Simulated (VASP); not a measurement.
# CdS (Fm-3m) in VASP: further runs, part 2 of 2

VASP 6.6.1. Earlier steps stand in the parts before.

## (4) Relaxation of cell and atoms, PBEsol

This run uses another cell than the first one, of 20.87 Å³/atom, 1.029 times its volume.

The input, INCAR:

```
PREC = Accurate
ENCUT = 600
EDIFF = 1E-6
ISMEAR = -1
SIGMA = 0.01
LREAL = F
LASPH = T
NELM = 100
ALGO = Normal
ISIF = 3
LWAVE = F
LCHARG = F
GGA = PS
IBRION = 2
NSW = 80
EDIFFG = -0.01
```

The input, KPOINTS:

```
Automatic mesh
0
Gamma
  6 6 6
```

The input, POSCAR:

```
CdS
1.0
    0.0000000000      2.7532400000      2.7532400000
    2.7532400000      0.0000000000      2.7532400000
    2.7532400000      2.7532400000      0.0000000000
Cd S
1 1
Direct
    0.0000000000      0.0000000000      0.0000000000
    0.5000000000      0.5000000000      0.5000000000
```

Potentials or basis: VASP PAW PBE potentials, release 64 (Cd, S).

Run with:

```console
$ cat potpaw_PBE.64/Cd/POTCAR potpaw_PBE.64/S/POTCAR > POTCAR
$ mpirun -np 1 vasp_std > vasp.out
```

OUTCAR:

```text
PREC = Accurate
   ENCUT = 600
   EDIFF = 1E-6
   ISMEAR = -1
   LREAL = F
   LASPH = T
   NELM = 100
   ISIF = 3
   GGA = PS
   IBRION = 2
   NSW = 80
   EDIFFG = -0.01

 ion  position               nearest neighbor table
   1  0.000  0.000  0.000-   2 2.75   2 2.75   2 2.75   2 2.75   2 2.75   2 2.75
   2  0.500  0.500  0.500-   1 2.75   1 2.75   1 2.75   1 2.75   1 2.75   1 2.75

  LATTYP: Found a face centered cubic cell.
 ALAT       =     5.5064800000

  Lattice vectors:

 A1 = (   0.0000000000,   2.7532400000,   2.7532400000)
 A2 = (   2.7532400000,   0.0000000000,   2.7532400000)
 A3 = (   2.7532400000,   2.7532400000,   0.0000000000)

Analysis of symmetry for initial positions (statically):
=====================================================================
[... 171 lines left out ...]
  Total       -1.0327806     -1.0327806     -1.0327806      0.0000000      0.0000000      0.0000000
  in kB      -39.6420804    -39.6420804    -39.6420804      0.0000000      0.0000000      0.0000000
  external PRESSURE =     -39.6420804 kB  Pullay stress =       0.0000000 kB
[... 59 lines left out ...]
--------------------------------------- Ionic step        3  -------------------------------------------

 number of electron      18.0000000 magnetization

 Free energy of the ion-electron system (eV)
  ---------------------------------------------------
  ext. energy  EPLUGINS =         0.00000000
  ---------------------------------------------------
  free energy    TOTEN  =        -6.64027530 eV

  energy without entropy =       -6.64025573  energy(sigma->0) =       -6.64026551

 E-fermi :   3.2260     XC(G=0): -10.7720

 val. band max:        3.1636802897   @ k =   0.5000   0.0000   0.0000
 cond. band min:       3.2785187101   @ k =   0.5000   0.5000   0.0000
 fundamental gap:      0.1148384204
 Fermi energy:         3.2260222545

 k-point     1 :       0.0000    0.0000    0.0000
  band No.  band energies     occupation
      1      -9.9087      2.00000
      2      -4.5295      2.00000
      3      -4.5295      2.00000
      4      -4.5272      2.00000
      5      -4.5272      2.00000
      6      -4.5272      2.00000
      7       2.3346      2.00000
      8       2.3346      2.00000
      9       2.3346      2.00000
     10       4.1008      0.00000
     11      12.3157      0.00000
     12      12.3157      0.00000
     13      12.3157      0.00000
[... 267 lines left out ...]
  FREE ENERGIE OF THE ION-ELECTRON SYSTEM (eV)
  ---------------------------------------------------
  free  energy   TOTEN  =        -6.6402752973 eV

  energy  without entropy=       -6.6402557277  energy(sigma->0) =       -6.64026551

 reached required accuracy - stopping structural energy minimisation
```

OSZICAR:

```text
N       E                     dE             d eps       ncg     rms          rms(c)
DAV:   1     0.116293465980E+03    0.11629E+03   -0.10095E+04   432   0.144E+03
DAV:   2    -0.237317129441E+01   -0.11867E+03   -0.11201E+03   486   0.313E+02
DAV:   3    -0.712160023726E+01   -0.47484E+01   -0.47352E+01   516   0.652E+01
[... 24 lines left out ...]
DAV:   3    -0.664113785816E+01    0.79410E-02   -0.20133E-02   461   0.187E+00    0.674E-01
DAV:   4    -0.664033618291E+01    0.80168E-03   -0.11505E-03   431   0.350E-01    0.151E-01
DAV:   5    -0.664027561506E+01    0.60568E-04   -0.16235E-04   496   0.208E-01    0.285E-02
DAV:   6    -0.664027488289E+01    0.73218E-06   -0.25689E-05   421   0.719E-02    0.186E-02
DAV:   7    -0.664027529727E+01   -0.41438E-06   -0.13186E-06   288   0.999E-03
   3 F= -.66402753E+01 E0= -.66402655E+01  d E =-.284385E-01
```

CONTCAR:

```text
CdS
   1.00000000000000
     0.0000000000000000    2.7044595140031000    2.7044595140031000
     2.7044595140031000   -0.0000000000000000    2.7044595140031000
     2.7044595140031000    2.7044595140031000    0.0000000000000000
  Cd              S
     1     1
Direct
     0.0000000000000000    0.0000000000000000    0.0000000000000000
     0.5000000000000000    0.5000000000000000    0.5000000000000000

  0.00000000E+00  0.00000000E+00  0.00000000E+00
  0.00000000E+00  0.00000000E+00  0.00000000E+00
```

Wall time 22 s (1 thread of Intel Xeon Platinum 8259CL at 2.50GHz (Skylake/Cascade Lake), shared host); peak memory 0.19 GiB.

Results:

| Property | Result |
| --- | --- |
| Free energy | -6.6403 eV |
| Relaxed volume | 19.78 Å³/atom |
| Relaxed cell | a = 3.825 Å, b = 3.825 Å, c = 3.825 Å, α = 60.00°, β = 60.00°, γ = 60.00° |
| Space group after relaxing (to 0.05 Å) | Fm-3m (No. 225) |
| Energy gained by relaxing | 14.2 meV/atom |
| Ionic steps | 3 |
| Pressure after relaxing | 0.0 GPa |
| Band gap on the k mesh | 0.11 eV, indirect (least direct gap 1.77 eV) |

The path:
| step | energy change (eV) | largest force (eV/Å) | pressure (GPa) | volume (Å³) |
| --- | --- | --- | --- | --- |
| 1 | 0.0000 | 0.0000 | -3.96 | 41.74 |
| 2 | -0.0232 | 0.0000 | 1.97 | 38.70 |
| 3 | -0.0284 | 0.0000 | -0.04 | 39.56 |

Final structure:
```xyz
2
Lattice="0.0000 2.7045 2.7045 2.7045 0.0000 2.7045 2.7045 2.7045 0.0000" Properties=species:S:1:pos:R:3 pbc="T T T"
Cd    0.0000    0.0000    0.0000
S     2.7045    2.7045    2.7045
```

Caveat: the PAW data sets were made with another functional, which shifts forces and pressure a little. A k mesh can miss the band edges.

## (5) Relaxation of cell and atoms, r2SCAN+D4

This run uses another cell than the first one, of 20.87 Å³/atom, 1.029 times its volume.

POSCAR is that of step 4.

The input, INCAR.step1:

```
SYSTEM = CdS
PREC     = Accurate       ! precision mode
ENCUT    = 600            ! plane-wave cutoff, eV
ISMEAR   = -1             ! smearing method
SIGMA    = 0.01           ! smearing width, eV
LREAL    = .False.        ! projectors in reciprocal space
LASPH    = .True.         ! aspherical terms in the spheres
NELM     = 80             ! most SCF steps
GGA      = PE             ! functional
ALGO     = Normal         ! electronic algorithm
EDIFF    = 1E-4           ! SCF threshold, eV
LWAVE    = .True.         ! write WAVECAR
LCHARG   = .False.        ! write CHGCAR
```

The input, INCAR.step2:

```
SYSTEM = CdS
PREC     = Accurate       ! precision mode
ENCUT    = 600            ! plane-wave cutoff, eV
EDIFF    = 1E-7           ! SCF threshold, eV
ISMEAR   = -1             ! smearing method
SIGMA    = 0.01           ! smearing width, eV
LREAL    = .False.        ! projectors in reciprocal space
LASPH    = .True.         ! aspherical terms in the spheres
NELM     = 80             ! most SCF steps
ALGO     = Normal         ! electronic algorithm
ISIF     = 3              ! what is computed and relaxed
LWAVE    = .False.        ! write WAVECAR
LCHARG   = .False.        ! write CHGCAR
METAGGA  = R2SCAN         ! meta-GGA
LMIXTAU  = .True.       
IVDW     = 13             ! dispersion correction
IBRION   = 2              ! ionic algorithm
NSW      = 80             ! ionic steps
EDIFFG   = -0.01          ! ionic threshold
VDW_S6   = 1.0          
VDW_S8   = 0.6018749    
VDW_A1   = 0.51559235   
VDW_A2   = 5.77342911   
ISTART   = 1
```

The input, KPOINTS:

```
regular mesh
0
Gamma
  6 6 6
  0 0 0
```

Run with:

```console
$ cat potpaw_PBE.64/Cd/POTCAR potpaw_PBE.64/S/POTCAR > POTCAR
$ cp INCAR.step1 INCAR
$ mpirun -np 1 vasp_std > vasp.out
$ cp INCAR.step2 INCAR
$ mpirun -np 1 vasp_std > vasp.out
```

Wall time 2 min (1 thread of Intel Xeon Platinum 8259CL at 2.50GHz (Skylake/Cascade Lake), shared host); peak memory 0.2 GiB.

Results (log left out):

| Quantity | Value |
| --- | --- |
| Free energy | -29.8031 eV |
| Relaxed volume | 20.14 Å³/atom |
| Relaxed cell | a = 3.847 Å, b = 3.847 Å, c = 3.847 Å, α = 60.00°, β = 60.00°, γ = 60.00° |
| Space group after relaxing (to 0.05 Å) | Fm-3m (No. 225) |
| Energy gained by relaxing | 6.7 meV/atom |
| Ionic steps | 3 |
| Pressure after relaxing | 0.0 GPa |
| Band gap on the k mesh | 0.73 eV, indirect (least direct gap 2.40 eV) |
| Dispersion energy per atom | -0.142 eV |

Step by step:
| step | energy change (eV) | largest force (eV/Å) | pressure (GPa) | volume (Å³) |
| --- | --- | --- | --- | --- |
| 1 | 0.0000 | 0.0000 | -2.81 | 41.74 |
| 2 | -0.0100 | 0.0000 | 1.58 | 39.57 |
| 3 | -0.0134 | 0.0000 | 0.01 | 40.27 |

Final structure:
```yaml
crystal:
  lattice:
    - [0.00000, 2.72054, 2.72054]
    - [2.72054, 0.00000, 2.72054]
    - [2.72054, 2.72054, 0.00000]
  atoms:
    - { symbol: Cd, position: [0.00000, 0.00000, 0.00000] }
    - { symbol: S, position: [0.50000, 0.50000, 0.50000] }
```

Levels at points of the mesh, in eV from the valence-band top:
```
           k point  band 6  band 7  band 8  band 9  band 10  band 11  band 12  band 13
(0.00, 0.00, 0.00)   -7.88   -0.78   -0.78   -0.78     1.62     9.73     9.73     9.73
(0.50, 0.00, 0.00)   -7.67   -4.96    0.00    0.00     4.05     6.45     6.45     7.66
(0.50, 0.50, 0.00)   -6.85   -4.40   -2.23   -2.23     0.73     6.41    10.83    12.34
```

Caveat: the PAW data sets were made with another functional, which shifts forces and pressure a little. A k mesh can miss the band edges.

## (6) Relaxation of cell and atoms, r2SCAN

This run uses another cell than the first one, of 20.87 Å³/atom, 1.029 times its volume.

POSCAR is that of step 5.

INCAR.step1: that of step 5 with these lines changed.

```diff
@@ -7,3 +7,3 @@
 LASPH    = .True.         ! aspherical terms in the spheres
-NELM     = 80             ! most SCF steps
+NELM     = 100            ! most SCF steps
 GGA      = PE             ! functional
```

The input, INCAR.step2:

```
SYSTEM = CdS
PREC     = Accurate       ! precision mode
ENCUT    = 600            ! plane-wave cutoff, eV
EDIFF    = 1E-6           ! SCF threshold, eV
ISMEAR   = -1             ! smearing method
SIGMA    = 0.01           ! smearing width, eV
LREAL    = .False.        ! projectors in reciprocal space
LASPH    = .True.         ! aspherical terms in the spheres
NELM     = 100            ! most SCF steps
ALGO     = Normal         ! electronic algorithm
ISIF     = 3              ! what is computed and relaxed
LWAVE    = .False.        ! write WAVECAR
LCHARG   = .False.        ! write CHGCAR
METAGGA  = R2SCAN         ! meta-GGA
LMIXTAU  = .True.       
IBRION   = 2              ! ionic algorithm
NSW      = 80             ! ionic steps
EDIFFG   = -0.01          ! ionic threshold
ISTART   = 1
```

KPOINTS is that of step 5.

Potentials or basis: VASP PAW PBE potentials, release 64 (Cd, S).

Run with:

```console
$ cat potpaw_PBE.64/Cd/POTCAR potpaw_PBE.64/S/POTCAR > POTCAR
$ cp INCAR.step1 INCAR
$ mpirun -np 1 vasp_std > vasp.out
$ cp INCAR.step2 INCAR
$ mpirun -np 1 vasp_std > vasp.out
```

OUTCAR:

```text
SYSTEM = CdS
   PREC = Accurate
   ENCUT = 600
   EDIFF = 1E-6
   ISMEAR = -1
   LREAL = .False.
   LASPH = .True.
   NELM = 100
   ISIF = 3
   METAGGA = R2SCAN
   IBRION = 2
   NSW = 80
   EDIFFG = -0.01
   ISTART = 1

 ion  position               nearest neighbor table
   1  0.000  0.000  0.000-   2 2.75   2 2.75   2 2.75   2 2.75   2 2.75   2 2.75
   2  0.500  0.500  0.500-   1 2.75   1 2.75   1 2.75   1 2.75   1 2.75   1 2.75

  LATTYP: Found a face centered cubic cell.
 ALAT       =     5.5064800000

  Lattice vectors:

 A1 = (   0.0000000000,   2.7532400000,   2.7532400000)
 A2 = (   2.7532400000,   0.0000000000,   2.7532400000)
 A3 = (   2.7532400000,   2.7532400000,   0.0000000000)

Analysis of symmetry for initial positions (statically):
=====================================================================
 Subroutine PRICEL returns:
 Original cell was already a primitive cell.

 Routine SETGRP: Setting up the symmetry group for a
 face centered cubic supercell.

 Subroutine GETGRP returns: Found 48 space group operations
[... 9 lines left out ...]

 Routine SETGRP: Setting up the symmetry group for a
 face centered cubic supercell.

 Subroutine GETGRP returns: Found 48 space group operations
[... 11 lines left out ...]
                                     Primitive cell

  volume of cell :      41.7409

  direct lattice vectors                    reciprocal lattice vectors
     0.000000000  2.753240000  2.753240000    -0.181604219  0.181604219  0.181604219
     2.753240000  0.000000000  2.753240000     0.181604219 -0.181604219  0.181604219
     2.753240000  2.753240000  0.000000000     0.181604219  0.181604219 -0.181604219

  length of vectors
     3.893669348  3.893669348  3.893669348     0.314547734  0.314547734  0.314547734

  position of ions in fractional coordinates (direct lattice)
     0.000000000  0.000000000  0.000000000
     0.500000000  0.500000000  0.500000000

  ion indices of the primitive-cell ions
   primitive index   ion index
                 1           1
                 2           2
[... 72 lines left out ...]
   TEBEG  =    0.0;   TEEND  =   0.0 temperature during run
   PSTRESS=    0.0 pullay stress
   NELECT =      18.0000    total number of electrons
   NUPDOWN=      -1.0000    fix difference up-down
   EMIN   =  10.00;   EMAX   =-10.00  energy-range for DOS
   EFERMI =   0.00;   METHOD = LEGACY
   ISMEAR =    -1;   SIGMA  =   0.01  broadening in eV -4-tet -1-fermi 0-gaus
   EFERMI_NEDOS =   21; number of points for ismear=-14 and -15
   IALGO  =     38    algorithm
   IMIX   =      4    mixing-type and parameters
     AMIX     =   0.40;   BMIX     =  1.00
     AMIX_MAG =   1.60;   BMIX_MAG =  1.00
  volume/ion in A,a.u.               =      20.87       140.84
  Fermi-wavevector in a.u.,A,eV,Ry     =   1.236835  2.337278 20.813643  1.529760
  Thomas-Fermi vector in A             =   2.371427
   LORBIT       =      0    0 simple, 1 ext, 2 COOP (PROOUT), +10 PAW based schemes
   METAGGA = R2SCAN    functional components
   LHFCALC =     F    Hartree Fock is set to
   AEXX    =    0.0000 exact exchange contribution
   IVDW    =     0    specifies the selected vdW correction
   LEPSILON=     F    determine dielectric tensor
   LRPA    =     F    only Hartree local field effects (RPA)
 conjugate gradient relaxation of ions
 non-spin polarized calculation
  energy-cutoff  :      600.00
  volume of cell :       41.74
 maximum number of plane-waves:      1411
   NGX = 15   NGY = 15   NGZ = 15

--------------------------------------- Ionic step        1  -------------------------------------------

 number of electron      17.9999999 magnetization

 Free energy of the ion-electron system (eV)
  ---------------------------------------------------
  ext. energy  EPLUGINS =         0.00000000
  ---------------------------------------------------
  free energy    TOTEN  =       -29.51512911 eV

  energy without entropy =      -29.51512911  energy(sigma->0) =      -29.51512911

------------------------ aborting loop because EDIFF is reached ----------------------------------------

  FORCE on cell =-STRESS in cart. coord.  units (eV):
  Direction    XX          YY          ZZ          XY          YZ          ZX
  --------------------------------------------------------------------------------------
  -------------------------------------------------------------------------------------
  Total       -0.4777450     -0.4777450     -0.4777450      0.0000000      0.0000000     -0.0000000
  in kB      -18.3376864    -18.3376864    -18.3376864      0.0000000      0.0000000     -0.0000000
  external PRESSURE =     -18.3376864 kB  Pullay stress =       0.0000000 kB
[... 59 lines left out ...]
--------------------------------------- Ionic step        3  -------------------------------------------

 number of electron      17.9999998 magnetization

 Free energy of the ion-electron system (eV)
  ---------------------------------------------------
  ext. energy  EPLUGINS =         0.00000000
  ---------------------------------------------------
  free energy    TOTEN  =       -29.52080364 eV

  energy without entropy =      -29.52080364  energy(sigma->0) =      -29.52080364

 E-fermi :   2.9221     XC(G=0): -10.9744

 val. band max:        2.6990635605   @ k =   0.5000   0.0000   0.0000
 cond. band min:       3.4305222921   @ k =   0.5000   0.5000   0.0000
 fundamental gap:      0.7314587316
 Fermi energy:         2.9220964763

 k-point     1 :       0.0000    0.0000    0.0000
  band No.  band energies     occupation
      1     -10.6009      2.00000
      2      -5.1541      2.00000
      3      -5.1541      2.00000
      4      -5.1541      2.00000
      5      -5.1541      2.00000
      6      -5.1541      2.00000
      7       1.9466      2.00000
      8       1.9466      2.00000
      9       1.9466      2.00000
     10       4.2574      0.00000
     11      12.4261      0.00000
     12      12.4261      0.00000
     13      12.4261      0.00000
[... 267 lines left out ...]
  FREE ENERGIE OF THE ION-ELECTRON SYSTEM (eV)
  ---------------------------------------------------
  free  energy   TOTEN  =       -29.5208036445 eV

  energy  without entropy=      -29.5208036445  energy(sigma->0) =      -29.52080364

 reached required accuracy - stopping structural energy minimisation
```

Run time: 93 s. Hardware: 1 thread of Intel Xeon Platinum 8259CL at 2.50GHz (Skylake/Cascade Lake), shared host; peak memory 0.2 GiB.

What came out:

```yaml
Free_energy: -29.5208 eV
Relaxed_volume: 20.39 Å³/atom
Relaxed_cell: a = 3.863 Å, b = 3.863 Å, c = 3.863 Å, α = 60.00°, β = 60.00°, γ = 60.00°
Space_group_after_relaxing_to_0.05_Å: Fm-3m (No. 225)
Energy_gained_by_relaxing: 2.8 meV/atom
Ionic_steps: 3
Pressure_after_relaxing: 0.0 GPa
Band_gap_on_the_k_mesh: 0.73 eV, indirect (least direct gap 2.31 eV)
```

Step by step:
```
step  energy change (eV)  largest force (eV/Å)  pressure (GPa)  volume (Å³)
   1              0.0000                0.0000           -1.83        41.74
   2             -0.0043                0.0000            0.98        40.31
   3             -0.0057                0.0000            0.00        40.77
```

Final structure:
```xyz
2
Lattice="0.0000 2.7318 2.7318 2.7318 0.0000 2.7318 2.7318 2.7318 0.0000" Properties=species:S:1:pos:R:3 pbc="T T T"
Cd    0.0000    0.0000    0.0000
S     2.7318    2.7318    2.7318
```

Levels at points of the mesh, in eV from the valence-band top:
```
           k point  band 6  band 7  band 8  band 9  band 10  band 11  band 12  band 13
(0.00, 0.00, 0.00)   -7.85   -0.75   -0.75   -0.75     1.56     9.73     9.73     9.73
(0.50, 0.00, 0.00)   -7.65   -4.89    0.00    0.00     4.06     6.46     6.46     7.55
(0.50, 0.50, 0.00)   -6.86   -4.32   -2.18   -2.18     0.73     6.42    10.74    12.24
```

Caveat: the PAW data sets were made with another functional, which shifts forces and pressure a little.

## (7) Summary

| task | level | potentials or basis | cell | cutoff (eV) | gap on the mesh (eV) | pressure (GPa) | relaxed volume (Å³/atom) |
| --- | --- | --- | --- | --- | --- | --- | --- |
| single point | r2SCAN | VASP PAW PBE potentials, release 64 (Cd, S) | a = 3.857 Å, angles 60.0°, 2 atoms | 520 | 0.73 | 0.5 | - |
| relaxation of cell and atoms | LDA | VASP PAW LDA potentials, release 64 (Cd, S) | relaxed from a = 3.894 Å, angles 60.0°, 2 atoms | 600 | none | 0.0 | 19.18 |
| relaxation of cell and atoms | PBEsol | VASP PAW PBE potentials, release 64 (Cd, S) | relaxed from a = 3.894 Å, angles 60.0°, 2 atoms | 600 | 0.11 | 0.0 | 19.78 |
| relaxation of cell and atoms | r2SCAN+D4 | VASP PAW PBE potentials, release 64 (Cd, S) | relaxed from a = 3.894 Å, angles 60.0°, 2 atoms | 600 | 0.73 | 0.0 | 20.14 |
| relaxation of cell and atoms | r2SCAN | VASP PAW PBE potentials, release 64 (Cd, S) | relaxed from a = 3.894 Å, angles 60.0°, 2 atoms | 600 | 0.73 | 0.0 | 20.39 |

Alike in all rows: no spin polarisation; k mesh 6 × 6 × 6; smearing fermi-dirac 0.01 eV.

Caveats: the PAW data sets were made with another functional, which shifts forces and pressure a little (some runs).

Total energies depend on the potentials used, so only differences within one code and one set of settings carry meaning.
